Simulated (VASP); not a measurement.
# HfB (Fm-3m) in VASP: notebook

Aim: see how the results for HfB move with the level of theory and the settings. Levels: r2SCAN+D3(BJ), r2SCAN. Tasks: single point.

Program: VASP 6.6.1. These are calculated values, not measurements. Logs are shortened: lines on timing, memory, paths and dates and some standing lists are left out, and cuts for length are marked.

### 1 The cell of the first run

It takes space group Fm-3m (No. 225, cubic). Conventional cell: a = 4.748 Å, b = 4.748 Å, c = 4.748 Å, α = 90.00°, β = 90.00°, γ = 90.00°. Hf (site symmetry m-3m) has 6 B at 2.37 Å within 3.1 Å. Within 3.1 Å of B (site symmetry m-3m) lie 6 Hf at 2.37 Å.

### 2 Single point, r2SCAN+D3(BJ) (13.38 Å³/atom)

File POSCAR:

```
HfB
1.0
    0.0000000000      2.3742378797      2.3742378797
    2.3742378797      0.0000000000      2.3742378797
    2.3742378797      2.3742378797      0.0000000000
Hf B
1 1
Direct
    0.5000000000      0.5000000000      0.5000000000
    0.0000000000      0.0000000000      0.0000000000
```

File INCAR.step1:

```
SYSTEM = HfB
  PREC = Accurate
  ENCUT = 550
  ISMEAR = 0
  SIGMA = 0.05
  LREAL = .False.
  LASPH = .True.
  NELM = 120
  NBANDS = 14
  GGA = PE
  ALGO = Normal
  EDIFF = 1E-5
  LWAVE = .True.
  LCHARG = .False.
  GGA_COMPAT = .False.
```

File INCAR.step2:

```
SYSTEM = HfB
  PREC = Accurate
  ENCUT = 550
  EDIFF = 1E-6
  ISMEAR = 0
  SIGMA = 0.05
  LREAL = .False.
  LASPH = .True.
  NELM = 120
  ALGO = Normal
  ISIF = 2
  LWAVE = .False.
  LCHARG = .False.
  METAGGA = R2SCAN
  LMIXTAU = .True.
  IVDW = 12
  VDW_S6 = 1.0
  VDW_S8 = 0.78981345
  VDW_A1 = 0.49484001
  VDW_A2 = 5.73083694
  NBANDS = 14
  ISTART = 1
  GGA_COMPAT = .False.
```

File KPOINTS:

```
regular mesh
0
Gamma
  8 8 8
  0 0 0
```

Potentials or basis: VASP PAW PBE potentials, release 64 (Hf_pv, B).

On the command line:

```console
> cat potpaw_PBE.64/Hf_pv/POTCAR potpaw_PBE.64/B/POTCAR > POTCAR
> cp INCAR.step1 INCAR
> mpirun -np 1 vasp_std > vasp.out
> cp INCAR.step2 INCAR
> mpirun -np 1 vasp_std > vasp.out
```

OUTCAR:

```text
SYSTEM = HfB
   PREC = Accurate
   ENCUT = 550
   EDIFF = 1E-6
   ISMEAR = 0
   LREAL = .False.
   LASPH = .True.
   NELM = 120
   ISIF = 2
   METAGGA = R2SCAN
   IVDW = 12
   ISTART = 1
 IVDW          = 12

 ion  position               nearest neighbor table
   1  0.500  0.500  0.500-   2 2.37   2 2.37   2 2.37   2 2.37   2 2.37   2 2.37
   2  0.000  0.000  0.000-   1 2.37   1 2.37   1 2.37   1 2.37   1 2.37   1 2.37

  LATTYP: Found a face centered cubic cell.
 ALAT       =     4.7484757594

  Lattice vectors:

 A1 = (   0.0000000000,   2.3742378797,   2.3742378797)
 A2 = (   2.3742378797,   0.0000000000,   2.3742378797)
 A3 = (   2.3742378797,   2.3742378797,   0.0000000000)

Analysis of symmetry for initial positions (statically):
=====================================================================
 Subroutine PRICEL returns:
 Original cell was already a primitive cell.

 Routine SETGRP: Setting up the symmetry group for a
 face centered cubic supercell.

 Subroutine GETGRP returns: Found 48 space group operations
 (whereof 48 operations were pure point group operations)
 out of a pool of 48 trial point group operations.

The static configuration has the point symmetry O_h .

Analysis of symmetry for dynamics (positions and initial velocities):
=====================================================================
 Subroutine PRICEL returns:
 Original cell was already a primitive cell.

 Routine SETGRP: Setting up the symmetry group for a
 face centered cubic supercell.

 Subroutine GETGRP returns: Found 48 space group operations
 (whereof 48 operations were pure point group operations)
 out of a pool of 48 trial point group operations.

The dynamic configuration has the point symmetry O_h .

 Subroutine INISYM returns: Found 48 space group operations
 (whereof 48 operations are pure point group operations),
 and found     1 'primitive' translations

----------------------------------------------------------------------------------------

                                     Primitive cell

  volume of cell :      26.7672

  direct lattice vectors                    reciprocal lattice vectors
     0.000000000  2.374237880  2.374237880    -0.210593894  0.210593894  0.210593894
     2.374237880  0.000000000  2.374237880     0.210593894 -0.210593894  0.210593894
     2.374237880  2.374237880  0.000000000     0.210593894  0.210593894 -0.210593894

  length of vectors
     3.357679410  3.357679410  3.357679410     0.364759324  0.364759324  0.364759324

  position of ions in fractional coordinates (direct lattice)
     0.500000000  0.500000000  0.500000000
     0.000000000  0.000000000  0.000000000

  ion indices of the primitive-cell ions
   primitive index   ion index
                 1           1
                 2           2

----------------------------------------------------------------------------------------

 KPOINTS: regular mesh

Automatic generation of k-mesh.
 Grid dimensions read from file:
 generate k-points for:    8    8    8

 Generating k-lattice:

  Cartesian coordinates                     Fractional coordinates (reciprocal lattice)
    -0.026324237  0.026324237  0.026324237     0.125000000  0.000000000  0.000000000
     0.026324237 -0.026324237  0.026324237     0.000000000  0.125000000  0.000000000
     0.026324237  0.026324237 -0.026324237     0.000000000  0.000000000  0.125000000

  Length of vectors
     0.045594915  0.045594915  0.045594915

  Shift w.r.t. Gamma in fractional coordinates (k-lattice)
     0.000000000  0.000000000  0.000000000

 Subroutine IBZKPT returns following result:
 ===========================================

 Found     29 irreducible k-points:

 Following reciprocal coordinates:
            Coordinates               Weight
  0.000000  0.000000  0.000000      1.000000
  0.125000  0.000000  0.000000      8.000000
  0.250000  0.000000  0.000000      8.000000
  0.375000  0.000000  0.000000      8.000000
  0.500000  0.000000  0.000000      4.000000
  0.125000  0.125000  0.000000      6.000000
[... 16 lines left out ...]
  0.500000  0.250000  0.125000     48.000000
 -0.375000  0.250000  0.125000     24.000000
 [... further k-points ...]
   k-points           NKPTS =     29   k-points in BZ     NKDIM =     29   number of bands    NBANDS=     14
   number of dos      NEDOS =    301   number of ions     NIONS =      2
   total plane-waves  NPLWV =  21952
   dimension x,y,z NGX =    28 NGY =   28 NGZ =   28
   dimension x,y,z NGXF=    56 NGYF=   56 NGZF=   56
   ions per type =               1   1
   NGX,Y,Z   is equivalent  to a cutoff of  13.86, 13.86, 13.86 a.u.
   NGXF,Y,Z  is equivalent  to a cutoff of  27.73, 27.73, 27.73 a.u.
 SYSTEM =  HfB
   PREC   = accura    normal or accurate (medium, high low for compatibility)
   ISTART =      1    job   : 0-new  1-cont  2-samecut
   ICHARG =      0    charge: 1-file 2-atom 10-const
   ISPIN  =      1    spin polarized calculation?
   LNONCOLLINEAR =      F non collinear calculations
   LSORBIT =      F    spin-orbit coupling
   LASPH  =      T    aspherical Exc in radial PAW
   ENCUT  =  550.0 eV  40.42 Ry    6.36 a.u.   6.42  6.42  6.42*2*pi/ulx,y,z
   NELM   =    120;   NELMIN=  2; NELMDL=  0     # of ELM steps
   EDIFF  = 0.1E-05   stopping-criterion for ELM
   LREAL  =      F    real-space projection
   EDIFFG = 0.1E-04   stopping-criterion for IOM
   NSW    =      0    number of steps for IOM
   IBRION =     -1    ionic relax: 0-MD 1-quasi-New 2-CG
   NFREE  =      0    steps in history (QN), initial steepest desc. (CG)
   ISIF   =      2    stress and relaxation
   ISYM   =      2    0-nonsym 1-usesym 2-fastsym
   POTIM  = 0.5000    time-step for ionic-motion
   TEBEG  =    0.0;   TEEND  =   0.0 temperature during run
   PSTRESS=    0.0 pullay stress
   NELECT =      13.0000    total number of electrons
   NUPDOWN=      -1.0000    fix difference up-down
   EMIN   =  10.00;   EMAX   =-10.00  energy-range for DOS
   EFERMI =   0.00;   METHOD = LEGACY
   ISMEAR =     0;   SIGMA  =   0.05  broadening in eV -4-tet -1-fermi 0-gaus
   EFERMI_NEDOS =   21; number of points for ismear=-14 and -15
   IALGO  =     38    algorithm
   IMIX   =      4    mixing-type and parameters
     AMIX     =   0.40;   BMIX     =  1.00
     AMIX_MAG =   1.60;   BMIX_MAG =  1.00
  volume/ion in A,a.u.               =      13.38        90.32
  Fermi-wavevector in a.u.,A,eV,Ry     =   1.286832  2.431759 22.530372  1.655936
  Thomas-Fermi vector in A             =   2.418882
   LORBIT       =      0    0 simple, 1 ext, 2 COOP (PROOUT), +10 PAW based schemes
   METAGGA = R2SCAN    functional components
   LHFCALC =     F    Hartree Fock is set to
   AEXX    =    0.0000 exact exchange contribution
   IVDW    =    12    specifies the selected vdW correction
   LEPSILON=     F    determine dielectric tensor
   LRPA    =     F    only Hartree local field effects (RPA)
 non-spin polarized calculation
 Gauss-broadening in eV      SIGMA  =   0.05
  energy-cutoff  :      550.00
  volume of cell :       26.77
 maximum number of plane-waves:       817
 NGX is ok and might be reduce to    28
   NGX = 13   NGY = 13   NGZ = 13

 number of electron      12.9999999 magnetization

 Free energy of the ion-electron system (eV)
  ---------------------------------------------------
  ext. energy  EPLUGINS =         0.00000000
  ---------------------------------------------------
  free energy    TOTEN  =       -53.39788685 eV

  energy without entropy =      -53.39679806  energy(sigma->0) =      -53.39734245

 E-fermi :   4.5925     XC(G=0): -12.7858

 val. band max:        4.5415212509   @ k =   0.2500   0.0000   0.0000
 cond. band min:       4.6314249678   @ k =   0.3750   0.2500   0.1250
 fundamental gap:      0.0899037169
 Fermi energy:         4.5924510016

 k-point     1 :       0.0000    0.0000    0.0000
  band No.  band energies     occupation
      1     -25.3200      2.00000
      2     -25.3200      2.00000
      3     -25.3200      2.00000
      4      -5.3790      2.00000
      5       6.9031      0.00000
      6       6.9031      0.00000
      7       6.9031      0.00000
      8       8.4462      0.00000
      9       8.4462      0.00000
     10       8.4462      0.00000
     11       8.5935      0.00000
     12       8.5935      0.00000
     13      16.4494      0.00000
     14      17.0929      0.00000

 k-point     2 :       0.1250    0.0000    0.0000
  band No.  band energies     occupation
      1     -25.4061      2.00000
      2     -25.3288      2.00000
      3     -25.3288      2.00000
      4      -4.9608      2.00000
      5       5.5409      0.00000
      6       6.0875      0.00000
      7       6.0875      0.00000
      8       7.5851      0.00000
      9       7.5851      0.00000
     10       9.0555      0.00000
     11      11.1260      0.00000
     12      11.1260      0.00000
     13      17.4865      0.00000
     14      17.6364      0.00000

 k-point     3 :       0.2500    0.0000    0.0000
  band No.  band energies     occupation
      1     -25.6079      2.00000
      2     -25.3498      2.00000
      3     -25.3498      2.00000
      4      -3.8116      2.00000
      5       3.4816      2.00000
      6       4.5415      1.85030
      7       4.5415      1.85028
      8       8.5994      0.00000
      9       8.5994      0.00000
     10       9.6320      0.00000
     11      14.0637      0.00000
     12      14.0637      0.00000
     13      17.6778      0.00000
     14      18.2376      0.00000
[... 324 lines left out ...]
 k-point    23 :       0.5000    0.2500    0.1250
  band No.  band energies     occupation
      1     -25.7539      2.00000
      2     -25.5131      2.00000
      3     -25.4111      2.00000
      4      -1.7847      2.00000
      5       1.4482      2.00000
      6       3.3726      2.00000
      7       3.9872      2.00000
      8       8.6620      0.00000
      9      11.1779      0.00000
     10      11.6765      0.00000
     11      13.5253      0.00000
     12      15.9743      0.00000
     13      18.2372      0.00000
     14      18.5611      0.00000

 k-point    24 :      -0.3750    0.2500    0.1250
  band No.  band energies     occupation
      1     -25.7992      2.00000
      2     -25.5284      2.00000
      3     -25.4284      2.00000
      4      -0.9898      2.00000
      5       0.7530      2.00000
      6       3.2023      2.00000
      7       3.7631      2.00000
      8      10.0075      0.00000
      9      10.0326      0.00000
     10      11.7241      0.00000
     11      15.4631      0.00000
     12      15.5671      0.00000
     13      16.8997      0.00000
     14      18.2375      0.00000

 [... further k-points ...]

------------------------ aborting loop because EDIFF is reached ----------------------------------------

 Edisp (eV)   -0.34765

 E8    (eV) :    -0.1352

  FORCE on cell =-STRESS in cart. coord.  units (eV):
  Direction    XX          YY          ZZ          XY          YZ          ZX
  --------------------------------------------------------------------------------------
  -------------------------------------------------------------------------------------
  Total       1.18343     1.18343     1.18343     0.00000     0.00000    -0.00000
  in kB      70.83529    70.83529    70.83529     0.00000     0.00000    -0.00000
  external pressure =       70.84 kB  Pullay stress =        0.00 kB

 VOLUME and BASIS-vectors are now :
 -----------------------------------------------------------------------------
  energy-cutoff  :      550.00
  volume of cell :       26.77
      direct lattice vectors                 reciprocal lattice vectors
     0.000000000  2.374237880  2.374237880    -0.210593894  0.210593894  0.210593894
     2.374237880  0.000000000  2.374237880     0.210593894 -0.210593894  0.210593894
     2.374237880  2.374237880  0.000000000     0.210593894  0.210593894 -0.210593894

 POSITION                                       TOTAL-FORCE (eV/Angst)
 -----------------------------------------------------------------------------------
      2.37424      2.37424      2.37424        -0.000000      0.000000      0.000000
      0.00000      0.00000      0.00000         0.000000     -0.000000     -0.000000
 -----------------------------------------------------------------------------------
    total drift:                                0.000000      0.000000      0.000000

  FREE ENERGIE OF THE ION-ELECTRON SYSTEM (eV)
  ---------------------------------------------------
  free  energy   TOTEN  =       -53.7455402318 eV

  energy  without entropy=      -53.7444514451  energy(sigma->0) =      -53.74499584
```

It took 92 s on 1 thread of Intel Xeon 8259CL, shared host; peak memory 0.18 GiB.

Results:

```yaml
Free_energy: -53.7455 eV
Pressure: 7.1 GPa
Band_gap_on_the_k_mesh: zero (an odd number of electrons rules out a gap without spin polarisation)
Dispersion_energy_per_atom: -0.174 eV
```

Levels at points of the mesh, in eV from the Fermi level:
| k point | band 4 | band 5 | band 6 | band 7 | band 8 | band 9 | band 10 | band 11 |
| --- | --- | --- | --- | --- | --- | --- | --- | --- |
| (0.00, 0.00, 0.00) | -9.97 | 2.31 | 2.31 | 2.31 | 3.85 | 3.85 | 3.85 | 4.00 |
| (0.50, 0.00, 0.00) | -5.03 | -4.91 | -1.36 | -1.36 | 6.33 | 6.33 | 7.33 | 8.28 |
| (0.50, 0.50, 0.00) | -7.08 | -1.43 | -0.89 | 2.08 | 2.08 | 5.84 | 7.58 | 7.58 |

Caveat: three body term missing; the cell stands under pressure; the PAW data sets were made with another functional, which shifts forces and pressure a little; spin-orbit coupling is left out, which moves the levels of the heavy elements; an odd number of electrons without spin polarisation forces a metal; a magnetic or distorted state may lie lower.

### 3 Single point, r2SCAN (13.48 Å³/atom)

This run uses another cell than the first one, of 13.48 Å³/atom.

File POSCAR:

```
HfB
1.0
    0.0000000000      2.3796738636      2.3796738636
    2.3796738636      0.0000000000      2.3796738636
    2.3796738636      2.3796738636      0.0000000000
Hf B
1 1
Direct
    0.5000000000      0.5000000000      0.5000000000
    0.0000000000      0.0000000000      0.0000000000
```

File INCAR.step1:

```
PREC = Accurate ; ENCUT = 550
ISMEAR = 0 ; SIGMA = 0.05
LREAL = False ; LASPH = True
NELM = 120 ; NBANDS = 14
GGA = PE ; ALGO = Normal
EDIFF = 1E-5 ; LWAVE = True
LCHARG = False ; GGA_COMPAT = False
```

File INCAR.step2:

```
PREC = Accurate ; ENCUT = 550
EDIFF = 1E-6 ; ISMEAR = 0
SIGMA = 0.05 ; LREAL = False
LASPH = True ; NELM = 120
ALGO = Normal ; ISIF = 2
LWAVE = False ; LCHARG = False
METAGGA = R2SCAN ; LMIXTAU = True
NBANDS = 14 ; ISTART = 1
GGA_COMPAT = False
```

File KPOINTS:

```
Automatic mesh
0
Gamma
  8 8 8
```

Potentials or basis: VASP PAW PBE potentials, release 64 (Hf_pv, B).

On the command line:

```console
> cat potpaw_PBE.64/Hf_pv/POTCAR potpaw_PBE.64/B/POTCAR > POTCAR
> cp INCAR.step1 INCAR
> mpirun -np 1 vasp_std > vasp.out
> cp INCAR.step2 INCAR
> mpirun -np 1 vasp_std > vasp.out
```

It took 75 s on 1 thread of Intel Xeon 8259CL, shared host; peak memory 0.17 GiB.

Results (log left out):

* Free energy: -53.4077 eV
* Pressure: 7.7 GPa
* Band gap on the k mesh: zero (an odd number of electrons rules out a gap without spin polarisation)

Levels at points of the mesh, in eV from the Fermi level:
| k point | band 3 | band 4 | band 5 | band 6 | band 7 | band 8 | band 9 | band 10 | band 11 | band 12 |
| --- | --- | --- | --- | --- | --- | --- | --- | --- | --- | --- |
| (0.00, 0.00, 0.00) | -29.95 | -9.95 | 2.30 | 2.30 | 2.30 | 3.83 | 3.83 | 3.83 | 3.97 | 3.97 |
| (0.50, 0.00, 0.00) | -30.01 | -5.01 | -4.93 | -1.35 | -1.35 | 6.28 | 6.28 | 7.27 | 8.24 | 13.60 |
| (0.50, 0.50, 0.00) | -30.14 | -7.07 | -1.45 | -0.88 | 2.06 | 2.06 | 5.80 | 7.52 | 7.52 | 8.85 |

Caveat: the cell stands under pressure; the PAW data sets were made with another functional, which shifts forces and pressure a little; spin-orbit coupling is left out, which moves the levels of the heavy elements; an odd number of electrons without spin polarisation forces a metal; a magnetic or distorted state may lie lower.

(Part 1 of 2 ends here.)

The gap in the log of VASP goes by the Fermi energy; the results here count the filled bands.